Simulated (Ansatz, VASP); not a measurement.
## One calculation of Ta, two programs

File INCAR:

```
  PREC = Accurate
  ENCUT = 520
  EDIFF = 1E-6
  ISMEAR = 0
  SIGMA = 0.15
  LREAL = F
  LASPH = T
  NELM = 100
  ALGO = Fast
  ISIF = 2
  LWAVE = F
  LCHARG = F
  GGA = PS
  NBANDS = 12
```

KPOINTS

```
regular mesh
0
Gamma
  28 28 28
```

File POSCAR:

```
Ta
1.0
   -1.7818908468      1.7818908468      1.3898748605
    1.7818908468     -1.7818908468      1.3898748605
    1.7818908468      1.7818908468     -1.3898748605
Ta
1
Direct
    0.0000000000      0.0000000000      0.0000000000
```

Input for Ansatz:

```yaml
crystal:
  lattice:
    - [-1.7818908468, 1.7818908468, 1.3898748605]
    - [1.7818908468, -1.7818908468, 1.3898748605]
    - [1.7818908468, 1.7818908468, -1.3898748605]
  atoms:
    - { symbol: Ta, position: [0.0, 0.0, 0.0] }
basis:
  ecutwfc: 420
kpoints:
  mp_grid: { grid: [28, 28, 28] }
hamiltonian:
  xc: pbesol
scf:
  occupations: { method: gaussian, width: 0.15 }
output:
  forces: true
  stress: true
  eigenvalues: true
  write_density: true
  write_potential: true
  elf: true
  volumetric_format: npy
```

Alike in both runs: task single point; functional PBEsol; k mesh 28 × 28 × 28; occupations gaussian, width 0.15 eV; no spin polarisation.

|  | VASP | Ansatz |
| --- | --- | --- |
| version | VASP 6.6.1 | Ansatz 0.2.0 |
| potentials or method | VASP PAW PBE potentials, release 64 (Ta_pv), cutoff 520 eV | scalar-relativistic, plane waves, PAW |
| valence electrons in the cell | 11 | 13 |

```tsv
	VASP	Ansatz	Ansatz less VASP
gap on the k mesh at the Fermi level (eV)	none	none	-
pressure (GPa)	5.9	5.7	-0.21
traceless stress, the component that is largest in VASP (GPa)	19.23	19.22	-0.008
```

VASP's potentials were made for PBE, not for PBEsol. A gap of «none» marks a metal or a gap that the smearing closes. VASP's potentials hold 11 valence electrons a cell and Ansatz's 13, so a difference there can come from the potentials and not from the codes.

Neither program's run includes spin-orbit coupling.
